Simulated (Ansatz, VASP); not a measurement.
BN in VASP and in Ansatz

```
N B
1.0
     0.00000    1.81300    1.81300
     1.81300    0.00000    1.81300
     1.81300    1.81300    0.00000
N B
1 1
Direct
  0.25000 0.25000 0.25000
  0.00000 0.00000 0.00000
```

Alike in both runs: task single point; functional PBE; k mesh 13 × 13 × 13; occupations gaussian, width 0.022 eV; no spin polarisation.

|  | VASP | Ansatz |
| --- | --- | --- |
| version | VASP 6.6.1 | Ansatz 0.2.0 |
| potentials or method | VASP PAW PBE potentials, release 64 (N, B), cutoff 520 eV | all-electron LAPW, scalar-relativistic |

Ansatz gave:

| Quantity | Value |
| --- | --- |
| gap on the k mesh at the Fermi level (eV) | 4.53 |
| least direct gap on the mesh (eV) | 8.78 |
| pressure (GPa) | -0.4 |

What did VASP give for the same quantities?

gap on the k mesh at the Fermi level (eV): 4.52; least direct gap on the mesh (eV): 8.78; pressure (GPa): -0.2.

Ansatz ran all-electron here, and VASP with PAW potentials.
